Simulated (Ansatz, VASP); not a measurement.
# Co: VASP beside Ansatz

```
Co
1.0
     0.00000    1.70276    1.70276
     1.70276    0.00000    1.70276
     1.70276    1.70276    0.00000
Co
1
Cartesian
  0.0000 0.0000 0.0000
```

Alike in both runs: task single point; functional RPBE; k mesh 17 × 17 × 17; occupations fermi-dirac, width 0.05 eV; collinear spin.

```csv
,VASP,Ansatz
version,VASP 6.6.1,Ansatz 0.2.0
potentials or method,"VASP PAW PBE potentials, release 64 (Co), cutoff 520 eV","plane waves (420 eV) with PAW, scalar-relativistic"
valence electrons in the cell,9,17
```

|  | VASP | Ansatz | Ansatz less VASP |
| --- | --- | --- | --- |
| net moment per atom (μB) | 1.57 | 1.59 | +0.014 |
| size of the moment on the site where the two differ most (μB) | 1.57 | 1.65 | +0.076 |

VASP's potentials were made for PBE, not for RPBE. Site moments also hang on the region over which each program counts them. The functional is the same, so the differences come from potentials, cutoffs and numerics. VASP's potentials hold 9 valence electrons a cell and Ansatz's 17, so a difference there can come from the potentials and not from the codes.
